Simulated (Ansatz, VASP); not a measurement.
# One calculation of Hf3C, two programs

```
Hf C
1.0
     5.82170    0.00000    0.00000
    -2.91085    5.04174    0.00000
     0.00000    0.00000    4.66917
Hf C
6 2
Direct
  0.82764 0.65529 0.25000
  0.17236 0.82764 0.75000
  0.34471 0.17236 0.25000
  0.17236 0.34471 0.75000
  0.82764 0.17236 0.25000
  0.65529 0.82764 0.75000
  0.33333 0.66667 0.25000
  0.66667 0.33333 0.75000
```

Alike in both runs: functional PBE; k mesh 6 × 6 × 8; occupations gaussian, width 0.1 eV; no spin polarisation.

Ansatz relaxed the structure, and its values are those at the end. VASP's run is a single point on that final structure, the one shown.

|  | VASP | Ansatz |
| --- | --- | --- |
| version | VASP 6.6.1 | Ansatz 0.2.0 |
| potentials or method | VASP PAW PBE potentials, release 64 (Hf_pv, C), cutoff 520 eV | scalar-relativistic, plane waves, PAW |
| valence electrons in the cell | 68 | 164 |

Ansatz gave:

```
gap on the k mesh at the Fermi level (eV) : none
pressure (GPa)                            : 0.0
rms of the force components (eV/Å)        : 0.004
```

Task: Estimate VASP's values.

Result: gap on the k mesh at the Fermi level (eV): none; pressure (GPa): -0.6; rms of the force components (eV/Å): 0.001.

A gap of «none» marks a metal or a gap that the smearing closes. VASP's potentials hold 68 valence electrons a cell and Ansatz's 164, so a difference there can come from the potentials and not from the codes.

Neither program's run includes spin-orbit coupling.
